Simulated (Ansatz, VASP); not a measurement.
## Mg in VASP and in Ansatz

```xyz
4
Lattice="3.1768 0.0000 0.0000 -1.5884 2.7512 0.0000 0.0000 0.0000 10.3189" Properties=species:S:1:pos:R:3 pbc="T T T"
Mg    0.0000    0.0000    0.0000
Mg    0.0000    1.8341    2.5797
Mg    0.0000    0.0000    5.1594
Mg    1.5884    0.9171    7.7391
```

Alike in both runs: task single point; functional PBEsol; k mesh 6 × 6 × 2; occupations gaussian, width 0.1 eV; no spin polarisation.

|  | VASP | Ansatz |
| --- | --- | --- |
| version | VASP 6.6.1 | Ansatz 0.2.0 |
| potentials or method | VASP PAW PBE potentials, release 64 (Mg), cutoff 520 eV | scalar-relativistic, plane waves, PAW |
| valence electrons in the cell | 8 | 40 |

VASP gave:

| Property | Result |
| --- | --- |
| gap on the k mesh at the Fermi level (eV) | none |
| pressure (GPa) | 0.0 |
| traceless stress, the component that is largest in VASP (GPa) | 0.71 |

Q: Which values does Ansatz return?

A: gap on the k mesh at the Fermi level (eV): none; pressure (GPa): 0.0; traceless stress, the component that is largest in VASP (GPa): 0.70.

VASP's potentials were made for PBE, not for PBEsol. A gap of «none» marks a metal or a gap that the smearing closes. VASP's potentials hold 8 valence electrons a cell and Ansatz's 40, so a difference there can come from the potentials and not from the codes.

The k mesh is coarse, so the values compare programs but aren't converged.
